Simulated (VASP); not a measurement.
Runs of VASP 6.6.1 on MgS (pbe). The structure is that of space group Fm-3m (No. 225), or close to it. The cells are those of the table. 

| task | cell | cutoff (eV) | smearing | gap on the mesh (eV) | pressure (GPa) |
| --- | --- | --- | --- | --- | --- |
| relaxation of cell and atoms | relaxed from a = 3.677 Å, angles 60.0°, 2 atoms | 600 | gaussian 0.02 eV | 2.75 | 0.0 |
| single point | a = 3.698 Å, angles 60.0°, 2 atoms | 520 | gaussian 0.01 eV | 2.74 | -0.3 |
| single point | a = 3.698 Å, angles 60.0°, 2 atoms | 520 | gaussian 0.02 eV | 2.74 | -0.3 |
| single point | a = 3.677 Å, angles 60.0°, 2 atoms | 520 | gaussian 0.1 eV | 2.78 | (a) |

Alike in all rows: level PBE; potentials or basis VASP PAW PBE potentials, release 64 (Mg, S); no spin polarisation; k mesh 6 × 6 × 6.

Fill in the values left out.

(a) 1.0.

A k mesh can miss the band edges.
